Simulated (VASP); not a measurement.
Write the native input for VASP 6.6.1 that does the following.

* Task: single point
* Functional: PBE
* Potentials or basis: VASP PAW PBE potentials, release 64 (Sn_d)
* Cutoff: 500 eV
* k mesh: 3 × 3 × 4
* Occupations: gaussian, width 0.2 eV
* Spin: no spin polarisation
* Dipole correction: no
* Further INCAR settings: ALGO = Normal; EDIFF = 1e-06; NBANDS = 96

The structure of Sn lies in POSCAR:

```
Sn
1.0
    7.3772363357      0.0000000000      0.0000000000
   -3.6886181678      6.3888740765      0.0000000000
    0.0000000000      0.0000000000      9.1602494254
Sn
12
Direct
    0.6194370464      0.6194370464      0.0833333333
    0.6194370464      0.6194370464      0.5833333333
    0.3805629536      0.0000000000      0.2500000000
    0.3805629536      0.0000000000      0.7500000000
    0.0000000000      0.3805629536      0.4166666667
    0.0000000000      0.3805629536      0.9166666667
    1.0000000000      0.6194370464      0.1666666667
    1.0000000000      0.6194370464      0.6666666667
    0.3805629536      0.3805629536      0.3333333333
    0.3805629536      0.3805629536      0.8333333333
    0.6194370464      0.0000000000      0.5000000000
    0.6194370464      0.0000000000      0.0000000000
```

One way to write it, as run:

INCAR

```
SYSTEM = Sn
PREC     = Accurate       ! precision mode
ENCUT    = 500            ! plane-wave cutoff, eV
EDIFF    = 1E-6           ! SCF threshold, eV
ISMEAR   = 0              ! smearing method
SIGMA    = 0.2            ! smearing width, eV
LREAL    = .FALSE.        ! projectors in reciprocal space
LASPH    = .TRUE.         ! aspherical terms in the spheres
NELM     = 120            ! most SCF steps
ALGO     = Normal         ! electronic algorithm
ISIF     = 2              ! what is computed and relaxed
LWAVE    = .FALSE.        ! write WAVECAR
LCHARG   = .FALSE.        ! write CHGCAR
GGA      = PE             ! functional
NBANDS   = 96             ! bands
GGA_COMPAT= .FALSE.
```

KPOINTS

```
regular mesh
0
G
  3 3 4
  0 0 0
```

Potentials or basis: VASP PAW PBE potentials, release 64 (Sn_d).

Launch:

```bash
$ cat potpaw_PBE.64/Sn_d/POTCAR > POTCAR
$ mpirun -np 1 vasp_std > vasp.out
```

It gave:

```
Pressure               : 0.0 GPa
Largest force          : 0.007 eV/Å
Band gap on the k mesh : zero (filled and empty bands touch)
```

Caveat: spin-orbit coupling is left out, which moves the levels of the heavy elements.

Run time: 4.7 min on 1 thread of Oxide Virtual Turin-like Processor, with other jobs on the host, peak memory 0.55 GiB.
